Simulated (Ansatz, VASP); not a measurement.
## Two plane-wave programs on Cs3Pb2S3

```
Cs Pb S
1.0
     7.07025    0.00000    0.00000
    -3.53513    6.12302    0.00000
     0.00000    0.00000    6.58215
Cs Pb S
3 2 3
Direct
  0.00000 0.00000 0.00000
  0.33333 0.66667 0.00000
  0.66667 0.33333 0.00000
  0.33333 0.66667 0.50000
  0.66667 0.33333 0.50000
  0.50000 0.00000 0.50000
  0.00000 0.50000 0.50000
  0.50000 0.50000 0.50000
```

Alike in both runs: task relaxation of cell and atoms; functional PBE; k mesh 3 × 3 × 4; occupations gaussian, width 0.1 eV; no spin polarisation.

|  | VASP | Ansatz |
| --- | --- | --- |
| version | VASP 6.6.1 | Ansatz 0.2.0 |
| potentials or method | VASP PAW PBE potentials, release 64 (Cs_sv, Pb_d, S), cutoff 600 eV | scalar-relativistic, plane waves, PAW |
| valence electrons in the cell | 73 | 73 |

|  | VASP | Ansatz | Ansatz less VASP |
| --- | --- | --- | --- |
| gap on the k mesh at the Fermi level, each at its own relaxed structure (eV) | none | none | - |
| relaxed volume (Å³/atom) | 66.62 | 65.95 | -0.673 |
| relaxed length of the cell vector where the two differ most in proportion (Å) | 6.906 | 6.875 | -0.0305 |

A gap of «none» marks a metal or a gap that the smearing closes.

Neither program's run includes spin-orbit coupling. Noted on VASP's run: the volume moved by over 15 % at a fixed basis, so the end points are rough.
